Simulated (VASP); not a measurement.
# Bi: single point with PBE

Crystal: Bi.

```xyz
1
Lattice="-1.9922 1.9922 1.9922 1.9922 -1.9922 1.9922 1.9922 1.9922 -1.9922" Properties=species:S:1:pos:R:3 pbc="T T T"
Bi    0.0000    0.0000    0.0000
```

```yaml
Program: VASP 6.6.1
Task: single point
Functional: PBE
Potentials_or_basis: VASP PAW PBE potentials, release 64 (Bi_d)
Cutoff: 520 eV
k_mesh: 20 × 20 × 20
Occupations: gaussian, width 0.1 eV
Spin: no spin polarisation
```

```
Pressure : -0.1 GPa
```

Levels at points of the mesh, in eV from the Fermi level:
```
           k point  band 4  band 5  band 6  band 7  band 8  band 9  band 10  band 11
(0.00, 0.00, 0.00)  -22.87  -22.87  -13.37    5.04    5.04    5.04     8.96    10.51
(0.50, 0.00, 0.00)  -22.88  -22.79  -10.42   -4.94    1.58    3.45     5.95     7.56
(0.50, 0.50, 0.50)  -22.81  -22.81   -8.38   -1.73   -1.73   -1.73     3.58     3.58
```

Run time: 73 s on 1 thread of Intel(R) Xeon(R) Platinum 8488C (Sapphire Rapids), on a shared host, peak memory 0.23 GiB.

Caveat: spin-orbit coupling is left out, which moves the levels of the heavy elements.
